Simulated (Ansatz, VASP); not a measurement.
MgBe2S4 in VASP and in Ansatz

```xyz
7
Lattice="3.3696 0.0000 0.0000 -1.6848 2.9181 0.0000 0.0000 0.0000 11.0332" Properties=species:S:1:pos:R:3 pbc="T T T"
Mg    0.0000    0.0000    0.0000
Be    0.0000    0.0000    7.4492
Be    0.0000    0.0000    3.5840
S     1.6848    0.9727    9.4090
S     0.0000    1.9454    6.7981
S     1.6848    0.9727    4.2351
S     0.0000    1.9454    1.6242
```

Alike in both runs: functional PBE; dispersion D3(BJ); k mesh 6 × 6 × 2; occupations gaussian, width 0.1 eV; no spin polarisation.

Ansatz relaxed the structure, and its values are those at the end. VASP's run is a single point on that final structure, the one shown.

|  | VASP | Ansatz |
| --- | --- | --- |
| version | VASP 6.6.1 | Ansatz 0.2.0 |
| potentials or method | VASP PAW PBE potentials, release 64 (Mg, Be, S), cutoff 520 eV | scalar-relativistic, plane waves, PAW |
| valence electrons in the cell | 30 | 38 |

```csv
,VASP,Ansatz,Ansatz less VASP
gap on the k mesh at the Fermi level (eV),none,none,-
pressure (GPa),0.0,0.1,+0.10
rms of the force components (eV/Å),0.003,0.003,+0.0002
```

A gap of «none» marks a metal or a gap that the smearing closes. VASP's potentials hold 30 valence electrons a cell and Ansatz's 38, so a difference there can come from the potentials and not from the codes.
